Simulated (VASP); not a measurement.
# Ga7N8 (a cell with a defect) in VASP: notebook

Ga7N8 (a cell with a defect) is run at these levels: PBE; tasks: single point.

Program: VASP 6.6.1. These are calculated values, not measurements. Logs are shortened: lines on timing, memory, paths and dates and some standing lists are left out, and cuts for length are marked.

## (1) The cell of the first run

The cell holds a defect, 15 atoms: a = 6.380 Å, b = 5.525 Å, c = 5.189 Å, α = 90.00°, β = 90.00°, γ = 90.00°.

## (2) Single point, PBE

Input file INCAR:

```
ALGO = Normal
EDIFF = 1E-7
ENCUT = 520
GGA = PE
ISIF = 2
ISMEAR = -1
LASPH = T
LCHARG = F
LREAL = Auto
LWAVE = F
NBANDS = 78
NELECT = 132.0
NELM = 100
PREC = Accurate
SIGMA = 0.05
```

Input file KPOINTS:

```
k-points
0
Gamma
  2 2 2
```

Input file POSCAR:

```
Ga7N8
1.0
   -3.1900000000     -5.5252420000      0.0000000000
    4.7850000000     -2.7626210000      0.0000000000
    0.0000000000      0.0000000000      5.1890000000
Ga N
7 8
Direct
    0.4930917860      0.6725520997     -0.0097078435
    0.2312594639      0.1677752748     -0.0057012912
    0.2622792445      0.8259401860      0.4898941993
   -0.0069839906      0.6713607252     -0.0007627674
    0.0192806761      0.3330111508      0.5140551166
    0.6933657760      0.1973851255      0.0735166699
    0.7558332080      0.8183111669      0.5096683369
    0.5103554713      0.6852273675      0.3600840239
    0.4785697279      0.3397800276      0.8921950279
    0.2410284797      0.1487335110      0.3625239931
    0.2416406161      0.8364057608      0.8651578339
    0.0088802727      0.6562092100      0.3752906148
   -0.0136089538      0.3400686389      0.8839433417
    0.7912055561      0.1434300364      0.3997959144
    0.7441404129      0.8379521248      0.8827961071
```

Potentials or basis: VASP PAW PBE potentials, release 64 (Ga_d, N).

Started as:

```sh
> cat potpaw_PBE.64/Ga_d/POTCAR potpaw_PBE.64/N/POTCAR > POTCAR
> mpirun -np 1 vasp_std > vasp.out
```

OUTCAR:

```text
EDIFF = 1E-7
   ENCUT = 520
   GGA = PE
   ISIF = 2
   ISMEAR = -1
   LASPH = T
   LREAL = Auto
   NELECT = 132.0
   NELM = 100
   PREC = Accurate

 ion  position               nearest neighbor table
   1  0.493  0.673  0.990-   9 1.91   8 1.92  15 1.93  11 1.95
   2  0.231  0.168  0.994-  10 1.91   9 1.92  13 1.92  11 1.95
   3  0.262  0.826  0.490-   8 1.89  10 1.91  11 1.95  12 1.96
   4  0.993  0.671  0.999-  13 1.93  15 1.93  12 1.96  11 1.96
   5  0.019  0.333  0.514-  14 1.89  10 1.91  12 1.93  13 1.93
   6  0.693  0.197  0.074-  14 1.83   9 1.84  15 2.24  13 2.25
   7  0.756  0.818  0.510-   8 1.90  14 1.90  15 1.94  12 1.97
   8  0.510  0.685  0.360-   3 1.89   7 1.90   1 1.92
   9  0.479  0.340  0.892-   6 1.84   1 1.91   2 1.92
  10  0.241  0.149  0.363-   3 1.91   5 1.91   2 1.91
  11  0.242  0.836  0.865-   2 1.95   3 1.95   1 1.95   4 1.96
  12  0.009  0.656  0.375-   5 1.93   4 1.96   3 1.96   7 1.97
  13  0.986  0.340  0.884-   2 1.92   4 1.93   5 1.93   6 2.25
  14  0.791  0.143  0.400-   6 1.83   5 1.89   7 1.90
  15  0.744  0.838  0.883-   1 1.93   4 1.93   7 1.94   6 2.24

  LATTYP: Found a simple orthorhombic cell.
 ALAT       =     5.1890000000
 B/A-ratio  =     1.0647990089
 C/A-ratio  =     1.2295239804

  Lattice vectors:

 A1 = (   0.0000000000,   0.0000000000,  -5.1890000000)
 A2 = (   4.7850000000,  -2.7626210000,   0.0000000000)
 A3 = (  -3.1900000000,  -5.5252420000,   0.0000000000)

Analysis of symmetry for initial positions (statically):
=====================================================================
 Subroutine PRICEL returns:
 Original cell was already a primitive cell.

 Routine SETGRP: Setting up the symmetry group for a
 simple orthorhombic supercell.

 Subroutine GETGRP returns: Found  1 space group operations
 (whereof  1 operations were pure point group operations)
 out of a pool of  8 trial point group operations.

The static configuration has the point symmetry C_1 .

Analysis of symmetry for dynamics (positions and initial velocities):
=====================================================================
 Subroutine PRICEL returns:
 Original cell was already a primitive cell.

 Routine SETGRP: Setting up the symmetry group for a
 simple orthorhombic supercell.

 Subroutine GETGRP returns: Found  1 space group operations
 (whereof  1 operations were pure point group operations)
 out of a pool of  8 trial point group operations.

The dynamic configuration has the point symmetry C_1 .

 Subroutine INISYM returns: Found  1 space group operations
 (whereof  1 operations are pure point group operations),
 and found     1 'primitive' translations

----------------------------------------------------------------------------------------

                                     Primitive cell

  volume of cell :     182.9177

  direct lattice vectors                    reciprocal lattice vectors
    -3.190000000 -5.525242000  0.000000000    -0.078369906 -0.135740661  0.000000000
     4.785000000 -2.762621000  0.000000000     0.156739812 -0.090493774  0.000000000
     0.000000000  0.000000000  5.189000000     0.000000000  0.000000000  0.192715359

  length of vectors
     6.379999934  5.525242057  5.189000000     0.156739814  0.180987546  0.192715359

  position of ions in fractional coordinates (direct lattice)
     0.493091786  0.672552100  0.990292156
     0.231259464  0.167775275  0.994298709
     0.262279245  0.825940186  0.489894199
     0.993016009  0.671360725  0.999237233
     0.019280676  0.333011151  0.514055117
     0.693365776  0.197385125  0.073516670
     0.755833208  0.818311167  0.509668337
     0.510355471  0.685227367  0.360084024
     0.478569728  0.339780028  0.892195028
     0.241028480  0.148733511  0.362523993
     0.241640616  0.836405761  0.865157834
     0.008880273  0.656209210  0.375290615
     0.986391046  0.340068639  0.883943342
     0.791205556  0.143430036  0.399795914
     0.744140413  0.837952125  0.882796107

  ion indices of the primitive-cell ions
   primitive index   ion index
                 1           1
                 2           2
                 3           3
                 4           4
                 5           5
                 6           6
                 7           7
                 8           8
                 9           9
                10          10
                11          11
                12          12
                13          13
                14          14
                15          15

----------------------------------------------------------------------------------------

 KPOINTS: k-points

Automatic generation of k-mesh.
 Grid dimensions read from file:
 generate k-points for:    2    2    2

 Generating k-lattice:

  Cartesian coordinates                     Fractional coordinates (reciprocal lattice)
    -0.039184953 -0.067870330  0.000000000     0.500000000  0.000000000  0.000000000
     0.078369906 -0.045246887  0.000000000     0.000000000  0.500000000  0.000000000
     0.000000000  0.000000000  0.096357680     0.000000000  0.000000000  0.500000000

  Length of vectors
     0.078369907  0.090493773  0.096357680

  Shift w.r.t. Gamma in fractional coordinates (k-lattice)
     0.000000000  0.000000000  0.000000000

 Subroutine IBZKPT returns following result:
 ===========================================

 Found      8 irreducible k-points:

 Following reciprocal coordinates:
            Coordinates               Weight
  0.000000  0.000000  0.000000      1.000000
  0.500000 -0.000000  0.000000      1.000000
  0.000000  0.500000  0.000000      1.000000
  0.500000  0.500000  0.000000      1.000000
  0.000000  0.000000  0.500000      1.000000
  0.500000 -0.000000  0.500000      1.000000
  0.000000  0.500000  0.500000      1.000000
  0.500000  0.500000  0.500000      1.000000
   k-points           NKPTS =      8   k-points in BZ     NKDIM =      8   number of bands    NBANDS=     78
   number of dos      NEDOS =    301   number of ions     NIONS =     15
   total plane-waves  NPLWV =  80640
   dimension x,y,z NGX =    48 NGY =   42 NGZ =   40
   dimension x,y,z NGXF=    96 NGYF=   84 NGZF=   80
   ions per type =               7   8
   NGX,Y,Z   is equivalent  to a cutoff of  12.51, 12.64, 12.82 a.u.
   NGXF,Y,Z  is equivalent  to a cutoff of  25.02, 25.27, 25.63 a.u.
 SYSTEM =  unknown system
   PREC   = accura    normal or accurate (medium, high low for compatibility)
   ISTART =      0    job   : 0-new  1-cont  2-samecut
   ICHARG =      2    charge: 1-file 2-atom 10-const
   ISPIN  =      1    spin polarized calculation?
   LNONCOLLINEAR =      F non collinear calculations
   LSORBIT =      F    spin-orbit coupling
   LASPH  =      T    aspherical Exc in radial PAW
   ENCUT  =  520.0 eV  38.22 Ry    6.18 a.u.  11.86 10.27  9.65*2*pi/ulx,y,z
   NELM   =    100;   NELMIN=  2; NELMDL= -5     # of ELM steps
   EDIFF  = 0.1E-06   stopping-criterion for ELM
   LREAL  =      T    real-space projection
   EDIFFG = 0.1E-05   stopping-criterion for IOM
   NSW    =      0    number of steps for IOM
   IBRION =     -1    ionic relax: 0-MD 1-quasi-New 2-CG
   NFREE  =      0    steps in history (QN), initial steepest desc. (CG)
   ISIF   =      2    stress and relaxation
   ISYM   =      2    0-nonsym 1-usesym 2-fastsym
   POTIM  = 0.5000    time-step for ionic-motion
   TEBEG  =    0.0;   TEEND  =   0.0 temperature during run
   PSTRESS=    0.0 pullay stress
   NELECT =     132.0000    total number of electrons
   NUPDOWN=      -1.0000    fix difference up-down
   EMIN   =  10.00;   EMAX   =-10.00  energy-range for DOS
   EFERMI =   0.00;   METHOD = LEGACY
   ISMEAR =    -1;   SIGMA  =   0.05  broadening in eV -4-tet -1-fermi 0-gaus
   EFERMI_NEDOS =   21; number of points for ismear=-14 and -15
   IALGO  =     38    algorithm
   IMIX   =      4    mixing-type and parameters
     AMIX     =   0.40;   BMIX     =  1.00
     AMIX_MAG =   1.60;   BMIX_MAG =  1.00
  volume/ion in A,a.u.               =      12.19        82.29
  Fermi-wavevector in a.u.,A,eV,Ry     =   1.468411  2.774894 29.337297  2.156230
  Thomas-Fermi vector in A             =   2.583912
   LORBIT       =      0    0 simple, 1 ext, 2 COOP (PROOUT), +10 PAW based schemes
   GGA     = PE    functional components
   LHFCALC =     F    Hartree Fock is set to
   AEXX    =    0.0000 exact exchange contribution
   IVDW    =     0    specifies the selected vdW correction
   LEPSILON=     F    determine dielectric tensor
   LRPA    =     F    only Hartree local field effects (RPA)
 non-spin polarized calculation
  energy-cutoff  :      520.00
  volume of cell :      182.92
 maximum number of plane-waves:      4961
 NGX is ok and might be reduce to    48
   NGX = 23   NGY = 21   NGZ = 19

 number of electron     132.0000007 magnetization

 Free energy of the ion-electron system (eV)
  ---------------------------------------------------
  ext. energy  EPLUGINS =         0.00000000
  ---------------------------------------------------
  free energy    TOTEN  =       -81.73104164 eV

  energy without entropy =      -81.67025496  energy(sigma->0) =      -81.70064830

 E-fermi :   4.3741     XC(G=0): -11.1990

 val. band max:        4.3512328107   @ k =   0.5000  -0.0000   0.0000
 cond. band min:       4.3982787821   @ k =   0.0000   0.0000   0.0000
 fundamental gap:      0.0470459714
 Fermi energy:         4.3740622701

 k-point     1 :       0.0000    0.0000    0.0000
  band No.  band energies     occupation
      1     -11.6657      2.00000
      2     -11.0104      2.00000
      3     -10.9269      2.00000
      4     -10.7276      2.00000
      5     -10.6620      2.00000
      6     -10.5748      2.00000
[... 70 lines left out ...]
     77      12.0935      0.00000
     78      12.4526      0.00000
[... 565 lines left out ...]
     77      11.9799      0.00000
     78      12.1615      0.00000

------------------------ aborting loop because EDIFF is reached ----------------------------------------

  FORCE on cell =-STRESS in cart. coord.  units (eV):
  Direction    XX          YY          ZZ          XY          YZ          ZX
  --------------------------------------------------------------------------------------
  -------------------------------------------------------------------------------------
  Total       15.7123209     14.8875802     16.5871629     -1.7668639     -2.0413401     -3.3192781
  in kB      137.6243459    130.4004356    145.2870944    -15.4759749    -17.8801144    -29.0735836
  external PRESSURE =     137.7706253 kB  Pullay stress =       0.0000000 kB

 VOLUME and BASIS-vectors are now :
 -----------------------------------------------------------------------------
  energy-cutoff  :      520.00
  volume of cell :      182.92
      direct lattice vectors                 reciprocal lattice vectors
    -3.190000000 -5.525242000  0.000000000    -0.078369906 -0.135740661  0.000000000
     4.785000000 -2.762621000  0.000000000     0.156739812 -0.090493774  0.000000000
     0.000000000  0.000000000  5.189000000     0.000000000  0.000000000  0.192715359

 POSITION                                       TOTAL-FORCE (eV/Angst)
 -----------------------------------------------------------------------------------
      1.64520     -4.58246      5.13863        -0.136180      0.074269      0.197033
      0.06509     -1.74126      5.15942         0.034680     -0.153089      0.136556
      3.11545     -3.73092      2.54206         0.087072      0.034444      0.143241
      0.04474     -7.34137      5.18504         0.046101     -0.001637      0.092002
      1.53195     -1.02651      2.66743         0.188227      0.248158      0.184102
     -1.26735     -4.37631      0.38148        -1.793753     -1.076581     -2.027157
      1.50451     -6.43685      2.64467         0.181752     -0.016985      0.107182
      1.65078     -4.71286      1.86848         0.296688     -0.050282      0.150588
      0.09921     -3.58290      4.62960         0.027435      0.044034      0.174011
     -0.05719     -1.74264      1.88114         0.249379      0.429362      0.168063
      3.23137     -3.64580      4.48930         0.008536     -0.000002      0.149996
      3.11163     -1.86192      1.94738         0.086479      0.055524      0.152161
     -1.51936     -6.38953      4.58678         0.100372      0.390059      0.287128
     -1.83763     -4.76784      2.07454         0.245553      0.142313     -0.164686
      1.63579     -6.42650      4.58083         0.377657     -0.119590      0.249781
 -----------------------------------------------------------------------------------
    total drift:                                0.001295      0.000087     -0.007816

  FREE ENERGIE OF THE ION-ELECTRON SYSTEM (eV)
  ---------------------------------------------------
  free  energy   TOTEN  =       -81.7310416384 eV

  energy  without entropy=      -81.6702549588  energy(sigma->0) =      -81.70064830
```

Run time: 3.7 min. Hardware: 1 thread of Intel Xeon Platinum 8488C (Sapphire Rapids), shared host; peak memory 0.3 GiB.

What came out:

- Free energy: -81.7310 eV
- Largest force: 2.913 eV/Å

Forces in eV/Å, atoms in the order of the input:
```
Ga  -0.136  0.074  0.197
Ga   0.035 -0.153  0.137
Ga   0.087  0.034  0.143
Ga   0.046 -0.002  0.092
Ga   0.188  0.248  0.184
Ga  -1.794 -1.077 -2.027
Ga   0.182 -0.017  0.107
N    0.297 -0.050  0.151
N    0.027  0.044  0.174
N    0.249  0.429  0.168
N    0.009  0.000  0.150
N    0.086  0.056  0.152
N    0.100  0.390  0.287
N    0.246  0.142 -0.165
N    0.378 -0.120  0.250
```

Caveat: the k points lie up to 0.61 Å⁻¹ apart; the cell carries a net charge on a neutralising background, which shifts energy and pressure; the cell is charged against a uniform background, so pressure and absolute levels hang on convention.

## (3) Single point, PBE

Input file INCAR:

```
SYSTEM = Ga7N8
ALGO     = Normal         ! electronic algorithm
EDIFF    = 1E-6           ! SCF threshold, eV
ENCUT    = 520            ! plane-wave cutoff, eV
GGA      = PE             ! functional
ISIF     = 2              ! what is computed and relaxed
ISMEAR   = -1             ! smearing method
LASPH    = .TRUE.         ! aspherical terms in the spheres
LCHARG   = .TRUE.         ! write CHGCAR
LELF     = .TRUE.         ! ELF
LREAL    = Auto         
LVHAR    = .TRUE.       
LWAVE    = .FALSE.        ! write WAVECAR
NBANDS   = 78             ! bands
NELECT   = 132.0        
NELM     = 100            ! most SCF steps
PREC     = Accurate       ! precision mode
SIGMA    = 0.05           ! smearing width, eV
```

Input file KPOINTS:

```
k-points
0
G
  2 2 2
  0 0 0
```

Input file POSCAR:

```
Ga7N8
1.0
   -3.1900000000     -5.5252420000      0.0000000000
    4.7850000000     -2.7626210000      0.0000000000
    0.0000000000      0.0000000000      5.1890000000
Ga N
7 8
Direct
    0.4903125778      0.6811293883     -0.0129527847
    0.2241614181      0.1655065671     -0.0063651956
    0.2628033070      0.8257282235      0.4885567547
   -0.0091948525      0.6716048946      0.0004727308
    0.0281249792      0.3331487322      0.5108974754
    0.6220628355      0.2429342623      0.1723098863
    0.7557122649      0.8135009666      0.5103756022
    0.5114149686      0.6754916928      0.3588587396
    0.4780295335      0.3416545897      0.8901368279
    0.2570077618      0.1507832309      0.3602705724
    0.2390415923      0.8383326394      0.8638809019
    0.0097179955      0.6562057274      0.3738022740
   -0.0017386475      0.3471556352      0.8759119291
    0.7981188593      0.1395153942      0.4112418578
    0.7446954929      0.8232885313      0.8768018886
```

Potentials or basis: VASP PAW PBE potentials, release 64 (Ga_d, N).

Started as:

```sh
> cat potpaw_PBE.64/Ga_d/POTCAR potpaw_PBE.64/N/POTCAR > POTCAR
> mpirun -np 1 vasp_std > vasp.out
```

Run time: 3.1 min. Hardware: 1 thread of Intel Xeon Platinum 8488C (Sapphire Rapids), shared host; peak memory 0.3 GiB.

The run converged. Its results:

* Free energy: -80.1767 eV
* Largest force: 0.044 eV/Å

Forces in eV/Å, atoms in the order of the input:
```
Ga   0.000 -0.011  0.003
Ga   0.016  0.022 -0.001
Ga  -0.001 -0.009 -0.001
Ga   0.008  0.017  0.004
Ga  -0.008  0.010 -0.004
Ga  -0.035  0.000  0.022
Ga   0.017 -0.008  0.008
N    0.005  0.000  0.007
N    0.000 -0.001 -0.002
N   -0.004 -0.010  0.000
N    0.002 -0.001  0.005
N    0.000 -0.003 -0.003
N   -0.005 -0.006 -0.001
N    0.000 -0.002 -0.043
N    0.005  0.001  0.006
```

Levels at points of the mesh, in eV from the Fermi level:
| k point | band 62 | band 63 | band 64 | band 65 | band 66 | band 67 | band 68 | band 69 | band 70 | band 71 |
| --- | --- | --- | --- | --- | --- | --- | --- | --- | --- | --- |
| (0.00, 0.00, 0.00) | -0.69 | -0.25 | -0.12 | -0.08 | 0.26 | 0.36 | 2.26 | 4.25 | 4.77 | 5.08 |
| (0.50, 0.00, 0.00) | -1.17 | -0.60 | -0.34 | -0.26 | -0.07 | 0.03 | 4.11 | 4.21 | 4.69 | 5.71 |
| (0.00, 0.50, 0.00) | -0.70 | -0.59 | -0.44 | -0.15 | -0.09 | 0.15 | 3.91 | 4.18 | 4.74 | 5.60 |
| (0.50, 0.50, 0.00) | -1.15 | -0.92 | -0.60 | -0.37 | -0.25 | 0.01 | 4.60 | 4.78 | 5.48 | 5.76 |
| (0.00, 0.00, 0.50) | -1.10 | -0.41 | -0.13 | -0.11 | 0.03 | 0.13 | 3.82 | 4.01 | 4.69 | 4.82 |
| (0.50, 0.00, 0.50) | -1.35 | -0.87 | -0.60 | -0.44 | -0.17 | 0.08 | 4.63 | 4.96 | 5.80 | 5.85 |
| (0.00, 0.50, 0.50) | -1.28 | -0.80 | -0.62 | -0.42 | -0.20 | -0.01 | 3.64 | 3.99 | 5.06 | 5.19 |
| (0.50, 0.50, 0.50) | -1.32 | -1.22 | -0.87 | -0.37 | -0.33 | -0.12 | 4.50 | 4.68 | 5.60 | 5.69 |

Caveat: the k points lie up to 0.61 Å⁻¹ apart; the cell carries a net charge on a neutralising background, which shifts energy and pressure; the cell is charged against a uniform background, so pressure and absolute levels hang on convention.

(Continued in part 2 of 2.)
